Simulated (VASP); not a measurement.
# Si7N8O2 in VASP: a series of runs

The runs below take Si7N8O2 through single point, with PBE.

Everything below comes from runs of VASP 6.6.1. Logs are shortened: lines on timing, memory, paths and dates and some standing lists are left out, and cuts for length are marked.

## Step 1: The cell of the first run

The cell holds a disordered packing, 17 atoms: a = 5.840 Å, b = 6.038 Å, c = 5.822 Å, α = 88.10°, β = 87.88°, γ = 88.77°.

## Step 2: Single point, PBE

Input file INCAR:

```
PREC = Accurate
ENCUT = 520
EDIFF = 1E-6
ISMEAR = -1
SIGMA = 0.1379
LREAL = Auto
LASPH = T
NELM = 120
ALGO = Normal
ISIF = 2
LWAVE = F
LCHARG = T
GGA = PE
LELF = T
LVHAR = T
NBANDS = 54
ISYM = -1
GGA_COMPAT = F
```

Input file KPOINTS:

```
explicit points
1
Reciprocal
  0.25000000   0.25000000   0.25000000 1
```

Input file POSCAR:

```
Si7N8O2
1.0
    5.8386290000      0.0627810000      0.1075870000
    0.0627810000      6.0367170000      0.0979630000
    0.1075870000      0.0979630000      5.8205090000
Si N O
7 8 2
Direct
    0.8504833436      0.5571557201      0.1058909801
    0.3798764818      0.2959607307      0.5579433049
    0.5937969373      0.8980312553      0.7280125042
    0.4217256126      0.9001049046      0.3177532806
    0.0989099155      0.8571457715      0.9892294656
    1.0210347484      0.5299365114      0.4763397435
    0.9114825160      0.1681093441      0.3086030508
    0.8836064972      0.7242719942      0.8508645155
    0.4086617220      0.7442315592      0.5776926305
    1.1077916065      0.6875996696      0.2439198527
    0.6560678490      0.1555271121      0.5437281732
    0.2105832362      0.1009055001      0.4161716743
    0.4315441894      0.3848355972      0.9035312557
    0.3754782967      0.8983593804      0.9820110984
    0.4017744964      0.3960235210      0.1008674044
    0.9996849116      0.0937655675      0.0223817785
    0.7220098515      0.9900228411      0.2474994057
```

Potentials or basis: VASP PAW PBE potentials, release 64 (Si, N, O).

On the command line:

```bash
> cat potpaw_PBE.64/Si/POTCAR potpaw_PBE.64/N/POTCAR potpaw_PBE.64/O/POTCAR > POTCAR
> mpirun -np 1 vasp_std > vasp.out
```

OUTCAR:

```text
PREC = Accurate
   ENCUT = 520
   EDIFF = 1E-6
   ISMEAR = -1
   LREAL = Auto
   LASPH = T
   NELM = 120
   ISIF = 2
   GGA = PE
   ISYM = -1

 ion  position               nearest neighbor table
   1  0.850  0.557  0.106-   8 1.77  10 1.93   6 2.41   5 2.41   7 2.62
   2  0.380  0.296  0.558-  12 1.79  11 1.81  13 2.13   6 2.55   4 2.81   3 2.85
   3  0.594  0.898  0.728-   9 1.72  11 1.89  14 1.92   8 2.11   4 2.63   2 2.85
   4  0.422  0.900  0.318-   9 1.76  12 1.80  17 1.87  14 1.98  10 2.32   3 2.63   5 2.76   2 2.81

   5  0.099  0.857  0.989-  16 1.55  14 1.64   8 1.74  10 1.78   1 2.41   4 2.76   7 2.86
   6  0.021  0.530  0.476-  10 1.70   1 2.41   7 2.53   2 2.55
   7  0.911  0.168  0.309-  17 1.62  16 1.79  12 1.91  11 1.99   6 2.53   1 2.62   5 2.86
   8  0.884  0.724  0.851-   5 1.74   1 1.77   3 2.11
   9  0.409  0.744  0.578-   3 1.72   4 1.76
  10  0.108  0.688  0.244-   6 1.70   5 1.78   1 1.93   4 2.32
  11  0.656  0.156  0.544-   2 1.81   3 1.89   7 1.99
  12  0.211  0.101  0.416-   2 1.79   4 1.80   7 1.91
  13  0.432  0.385  0.904-  15 1.16   2 2.13
  14  0.375  0.898  0.982-   5 1.64   3 1.92   4 1.98
  15  0.402  0.396  0.101-  13 1.16
  16  1.000  0.094  0.022-   5 1.55   7 1.79
  17  0.722  0.990  0.247-   7 1.62   4 1.87

IMPORTANT INFORMATION: All symmetrisations will be switched off!
NOSYMM: (Re-)initialisation of all symmetry stuff for point group C_1.

----------------------------------------------------------------------------------------

                                     Primitive cell

  volume of cell :     205.0030

  direct lattice vectors                    reciprocal lattice vectors
     5.838629000  0.062781000  0.107587000     0.171349524 -0.001731086 -0.003138110
     0.062781000  6.036717000  0.097963000    -0.001731086  0.165715698 -0.002757107
     0.107587000  0.097963000  5.820509000    -0.003138110 -0.002757107  0.171910689

  length of vectors
     5.839957621  6.037838218  5.822327432     0.171387000  0.165747673  0.171961433

  position of ions in fractional coordinates (direct lattice)
     0.850483344  0.557155720  0.105890980
     0.379876482  0.295960731  0.557943305
     0.593796937  0.898031255  0.728012504
     0.421725613  0.900104905  0.317753281
     0.098909916  0.857145772  0.989229466
     0.021034748  0.529936511  0.476339743
[... 9 lines left out ...]
     0.999684912  0.093765568  0.022381778
     0.722009851  0.990022841  0.247499406

  ion indices of the primitive-cell ions
   primitive index   ion index
[... 50 lines left out ...]
   NSW    =      0    number of steps for IOM
   IBRION =     -1    ionic relax: 0-MD 1-quasi-New 2-CG
   NFREE  =      0    steps in history (QN), initial steepest desc. (CG)
   ISIF   =      2    stress and relaxation
   ISYM   =     -1    0-nonsym 1-usesym 2-fastsym
   POTIM  = 0.5000    time-step for ionic-motion
   TEBEG  =    0.0;   TEEND  =   0.0 temperature during run
   PSTRESS=    0.0 pullay stress
   NELECT =      80.0000    total number of electrons
   NUPDOWN=      -1.0000    fix difference up-down
   EMIN   =  10.00;   EMAX   =-10.00  energy-range for DOS
   EFERMI =   0.00;   METHOD = LEGACY
   ISMEAR =    -1;   SIGMA  =   0.14  broadening in eV -4-tet -1-fermi 0-gaus
   EFERMI_NEDOS =   21; number of points for ismear=-14 and -15
   IALGO  =     38    algorithm
   IMIX   =      4    mixing-type and parameters
     AMIX     =   0.40;   BMIX     =  1.00
     AMIX_MAG =   1.60;   BMIX_MAG =  1.00
  volume/ion in A,a.u.               =      12.06        81.38
  Fermi-wavevector in a.u.,A,eV,Ry     =   1.196331  2.260738 19.472770  1.431208
  Thomas-Fermi vector in A             =   2.332274
   LORBIT       =      0    0 simple, 1 ext, 2 COOP (PROOUT), +10 PAW based schemes
   GGA     = PE    functional components
   LHFCALC =     F    Hartree Fock is set to
   AEXX    =    0.0000 exact exchange contribution
   IVDW    =     0    specifies the selected vdW correction
   LEPSILON=     F    determine dielectric tensor
   LRPA    =     F    only Hartree local field effects (RPA)
 non-spin polarized calculation
  energy-cutoff  :      520.00
  volume of cell :      205.00
 maximum number of plane-waves:      5522
 NGX is ok and might be reduce to    48
   NGX = 21   NGY = 23   NGZ = 21

 number of electron      79.9999999 magnetization

 Free energy of the ion-electron system (eV)
  ---------------------------------------------------
  ext. energy  EPLUGINS =         0.00000000
  ---------------------------------------------------
  free energy    TOTEN  =      -115.80673299 eV

  energy without entropy =     -115.57620703  energy(sigma->0) =     -115.69147001

 E-fermi :   6.0464     XC(G=0): -10.2558

 val. band max:        5.7258128250   @ k =   0.2500   0.2500   0.2500
 cond. band min:       6.3190478190   @ k =   0.2500   0.2500   0.2500
 fundamental gap:      0.5932349941
 Fermi energy:         6.0463803271

 k-point     1 :       0.2500    0.2500    0.2500
  band No.  band energies     occupation
      1     -17.2716      2.00000
      2     -14.7844      2.00000
      3     -13.3220      2.00000
      4     -11.7682      2.00000
      5     -10.8439      2.00000
      6      -9.9515      2.00000
[... 44 lines left out ...]
     51      10.7329      0.00000
     52      11.2025      0.00000
 [bands above 52 left out]

------------------------ aborting loop because EDIFF is reached ----------------------------------------

  FORCE on cell =-STRESS in cart. coord.  units (eV):
  Direction    XX          YY          ZZ          XY          YZ          ZX
  --------------------------------------------------------------------------------------
  -------------------------------------------------------------------------------------
  Total       -7.0528260     12.8727139     -0.5003142      2.3970717      7.0801128     -1.8505146
  in kB      -55.1205453    100.6052054     -3.9101475     18.7340364     55.3338017    -14.4624828
  external PRESSURE =      13.8581708 kB  Pullay stress =       0.0000000 kB

 VOLUME and BASIS-vectors are now :
 -----------------------------------------------------------------------------
  energy-cutoff  :      520.00
  volume of cell :      205.00
      direct lattice vectors                 reciprocal lattice vectors
     5.838629000  0.062781000  0.107587000     0.171349524 -0.001731086 -0.003138110
     0.062781000  6.036717000  0.097963000    -0.001731086  0.165715698 -0.002757107
     0.107587000  0.097963000  5.820509000    -0.003138110 -0.002757107  0.171910689

 POSITION                                       TOTAL-FORCE (eV/Angst)
 -----------------------------------------------------------------------------------
      5.01203      3.42716      0.76242        -0.832742      0.177287     -0.401211
      2.29657      1.86514      3.31738        -0.686797      0.246069     -0.657769
      3.60166      5.52976      4.38926        -0.417646     -0.362083      2.191560
      2.55299      5.49128      1.98303         0.640987      0.427209     -1.953524
      0.73774      5.27746      5.85243         0.142432     -0.541321     -0.712764
      0.20733      3.24706      2.82672         1.692887     -0.949049      2.455599
[... 9 lines left out ...]
      5.84508      0.63099      0.24701        -0.219156      5.016798      0.235562
      4.30433      6.04606      1.61524        -4.113373     -4.292557     -1.554371
 -----------------------------------------------------------------------------------
    total drift:                                0.001880     -0.002731      0.001657

  FREE ENERGIE OF THE ION-ELECTRON SYSTEM (eV)
  ---------------------------------------------------
  free  energy   TOTEN  =      -115.8067329876 eV

  energy  without entropy=     -115.5762070280  energy(sigma->0) =     -115.69147001
```

OSZICAR:

```text
N       E                     dE             d eps       ncg     rms          rms(c)
DAV:   1     0.379894355311E+03    0.37989E+03   -0.38666E+04   108   0.135E+03
DAV:   2    -0.958297340733E+02   -0.47572E+03   -0.44598E+03   130   0.279E+02
DAV:   3    -0.132490575575E+03   -0.36661E+02   -0.36052E+02   128   0.805E+01
DAV:   4    -0.133289925216E+03   -0.79935E+00   -0.79568E+00   136   0.124E+01
DAV:   5    -0.133303702522E+03   -0.13777E-01   -0.13766E-01   128   0.161E+00    0.285E+01
DAV:   6    -0.116149082232E+03    0.17155E+02   -0.69560E+01   128   0.370E+01    0.138E+01
DAV:   7    -0.116114653313E+03    0.34429E-01   -0.65690E+00   120   0.125E+01    0.735E+00
DAV:   8    -0.115857723569E+03    0.25693E+00   -0.10191E+00   144   0.603E+00    0.398E+00
DAV:   9    -0.115807795921E+03    0.49928E-01   -0.29738E-01   136   0.325E+00    0.130E+00
DAV:  10    -0.115804160868E+03    0.36351E-02   -0.68238E-02   136   0.147E+00    0.644E-01
DAV:  11    -0.115805758517E+03   -0.15976E-02   -0.13752E-02   128   0.581E-01    0.407E-01
DAV:  12    -0.115806510434E+03   -0.75192E-03   -0.25928E-03   136   0.277E-01    0.161E-01
DAV:  13    -0.115806719194E+03   -0.20876E-03   -0.75807E-04   128   0.145E-01    0.483E-02
DAV:  14    -0.115806723629E+03   -0.44347E-05   -0.10582E-04   128   0.611E-02    0.247E-02
DAV:  15    -0.115806730699E+03   -0.70703E-05   -0.55210E-05   128   0.343E-02    0.111E-02
DAV:  16    -0.115806731869E+03   -0.11705E-05   -0.71022E-06   136   0.169E-02    0.459E-03
DAV:  17    -0.115806732895E+03   -0.10259E-05   -0.42433E-06   120   0.102E-02    0.297E-03
DAV:  18    -0.115806732988E+03   -0.92368E-07   -0.40245E-07    72   0.412E-03
   1 F= -.11580673E+03 E0= -.11569147E+03  d E =-.230526E+00
```

stdout:

```text
POSCAR found type information on POSCAR SiN O
 POSCAR found :  3 types and      17 ions
 scaLAPACK will be used
 LDA part: xc-table for (Slater+PW92), standard interpolation
 POSCAR, INCAR and KPOINTS ok, starting setup
 FFT: planning ... GRIDC
 FFT: planning ... GRID_SOFT
 FFT: planning ... GRID
 WAVECAR not read
 entering main loop
```

Run time: 67 s. Hardware: 1 thread of Intel Xeon 8259CL, shared host; peak memory 0.32 GiB.

Results:

```
Free energy   : -115.8067 eV
Pressure      : 1.4 GPa
Largest force : 6.145 eV/Å
```

Forces on the atoms (eV/Å):
```
Si  -0.833  0.177 -0.401
Si  -0.687  0.246 -0.658
Si  -0.418 -0.362  2.192
Si   0.641  0.427 -1.954
Si   0.142 -0.541 -0.713
Si   1.693 -0.949  2.456
Si   1.307  0.249  0.176
N   -1.081  0.126 -1.765
N    2.267 -0.630 -2.151
N   -1.810 -0.629 -0.919
N   -1.528  0.815  4.728
N   -0.621  0.673  0.263
N   -0.756  0.109  3.827
N    5.306 -0.152  0.287
N    0.709 -0.283 -4.048
O   -0.219  5.017  0.236
O   -4.113 -4.293 -1.554
```

Caveat: the standard files for N, O and F lose accuracy on very short bonds; the atoms stand as in a frame of molecular dynamics.

## Step 3: Single point, PBE

Input file INCAR:

```
  PREC = Accurate
  ENCUT = 520
  EDIFF = 1E-6
  ISMEAR = -1
  SIGMA = 0.1379
  LREAL = Auto
  LASPH = T
  NELM = 120
  ALGO = Normal
  ISIF = 2
  LWAVE = F
  LCHARG = F
  GGA = PE
  ISYM = -1
  NBANDS = 54
  GGA_COMPAT = F
```

KPOINTS is that of step 2.

Input file POSCAR:

```
Si7N8O2
1.0
    5.8386290000      0.0627810000      0.1075870000
    0.0627810000      6.0367170000      0.0979630000
    0.1075870000      0.0979630000      5.8205090000
Si N O
7 8 2
Direct
    0.8958722598      0.5516714426      0.0754250877
    0.3897831631      0.3920288948      0.5637182370
    0.6577201284      0.9395896652      0.7315085059
    0.5300491137      0.9619299280      0.2856102558
    0.1493921861      0.8826983177      0.9843825630
    1.0144232289      0.5971076971      0.5051734800
    1.0415707452      0.2440793648      0.2583332113
    0.9465545894      0.7661324537      0.8104544461
    0.6149987888      0.7454680927      0.5445918621
    1.0527056858      0.7143517941      0.2279581577
    0.5676895104      0.2036848468      0.7028174701
    0.2647040343      0.0872130745      0.3995280538
    0.3923752260      0.3933420724      0.9933190649
    0.4863542933      0.8863607245      1.0114057113
    0.5445439740      0.4274468226      0.1132313642
    1.0556795756      0.1235125726      0.0096049915
    0.7793775420      1.0788342546      0.3401469302
```

Potentials or basis: VASP PAW PBE potentials, release 64 (Si, N, O).

On the command line:

```bash
> cat potpaw_PBE.64/Si/POTCAR potpaw_PBE.64/N/POTCAR potpaw_PBE.64/O/POTCAR > POTCAR
> mpirun -np 1 vasp_std > vasp.out
```

Run time: 57 s. Hardware: 1 thread of Intel Xeon 8259CL, shared host; peak memory 0.32 GiB.

Results (log left out):

```
Free energy   : -117.8982 eV
Pressure      : -3.4 GPa
Largest force : 5.067 eV/Å
```

Forces in eV/Å, atoms in the order of the input:
```
Si  -1.556 -0.265 -2.402
Si   1.492 -2.328  0.780
Si  -0.502  0.226  3.040
Si   0.182 -0.137  2.860
Si   3.042 -1.560  1.451
Si  -1.165  0.281  1.419
Si  -1.548 -3.777  2.392
N    1.280 -0.885 -1.299
N   -1.874 -1.762 -4.365
N    1.243  2.130  0.311
N    0.489  1.784 -0.173
N    0.460  2.739 -0.237
N    2.293  0.962  1.261
N   -1.378 -0.649 -1.470
N   -2.279  0.178 -0.655
O   -0.705  1.996 -2.120
O    0.526  1.067 -0.792
```

Stress tensor (GPa, compression positive):
```
-13.56   6.00  -0.67
  6.00   2.45   5.65
 -0.67   5.65   0.88
```

Levels at points of the mesh, in eV from the Fermi level:
| k point | band 37 | band 38 | band 39 | band 40 | band 41 | band 42 | band 43 | band 44 |
| --- | --- | --- | --- | --- | --- | --- | --- | --- |
| (0.25, 0.25, 0.25) | -1.66 | -1.20 | -0.90 | -0.57 | 0.56 | 1.06 | 1.62 | 2.24 |

Caveat: the standard files for N, O and F lose accuracy on very short bonds; the atoms stand as in a frame of molecular dynamics.
